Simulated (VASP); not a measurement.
Set up this calculation in VASP 6.6.1, as the native input.

| Property | Result |
| --- | --- |
| Task | single point |
| Functional | PBEsol |
| Potentials or basis | VASP PAW PBE potentials, release 64 (As) |
| Cutoff | 520 eV |
| k mesh | 18 × 18 × 18 |
| Occupations | gaussian, width 0.15 eV |
| Spin | no spin polarisation |
| Dipole correction | no |
| Further INCAR settings | ALGO = Normal; EDIFF = 1e-07; NBANDS = 12 |

The structure of As lies in POSCAR:

```
As
1.0
    1.9361419412      1.1178320710      3.5380565500
   -1.9361419412      1.1178320710      3.5380565500
    0.0000000000     -2.2356641419      3.5380565500
As
2
Direct
    0.2275400000      0.2275400000      0.2275400000
    0.7724600000      0.7724600000      0.7724600000
```

This cell differs from its parent crystal: strain +0.030 along x and y, +0.015 along z.

These files were run (other wordings do the same):

INCAR

```
PREC = Accurate
ENCUT = 520
EDIFF = 1E-7
ISMEAR = 0
SIGMA = 0.15
LREAL = F
LASPH = T
NELM = 80
ALGO = Normal
ISIF = 2
LWAVE = F
LCHARG = F
GGA = PS
NBANDS = 12
```

KPOINTS

```
regular mesh
0
Gamma
  18 18 18
```

Potentials or basis: VASP PAW PBE potentials, release 64 (As).

Command:

```console
$ cat potpaw_PBE.64/As/POTCAR > POTCAR
$ mpirun -np 1 vasp_std > vasp.out
```

It gave:

```json
{
 "Pressure": "-4.8 GPa",
 "Largest force": "0.191 eV/Å",
 "Band gap on the k mesh": "zero (bands 5 and 6 overlap by 0.42 eV)"
}
```

Caveat: the cell differs from its parent crystal (strain +0.030 along x and y, +0.015 along z); the cell stands under tension; the PAW data sets were made with another functional, which shifts forces and pressure a little.

Run time: 90 s on 1 thread of Intel(R) Xeon(R) 6975P-C (Granite Rapids) (shared host), peak memory 0.39 GiB.
